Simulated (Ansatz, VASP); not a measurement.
# Cl in VASP and in Ansatz

```
Cl
1.0
    -1.61943    1.61943    1.61943
     1.61943   -1.61943    1.61943
     1.61943    1.61943   -1.61943
Cl
1
Cartesian
  0.0000 0.0000 0.0000
```

Alike in both runs: task single point; functional PBEsol; k mesh 15 × 15 × 15; occupations fermi-dirac, width 0.08 eV; no spin polarisation.

```csv
,VASP,Ansatz
version,VASP 6.6.1,Ansatz 0.2.0
potentials or method,"VASP PAW PBE potentials, release 64 (Cl), cutoff 520 eV","all-electron PAW with datasets made for the crystal, scalar-relativistic"
```

```tsv
	VASP	Ansatz	Ansatz less VASP
gap on the k mesh at the Fermi level (eV)	none	none	-
pressure (GPa)	7.9	7.9	+0.09
```

VASP's potentials were made for PBE, not for PBEsol. A gap of «none» marks a metal or a gap that the smearing closes. Ansatz ran all-electron here, and VASP with PAW potentials. Ansatz's warnings: printed levels off.
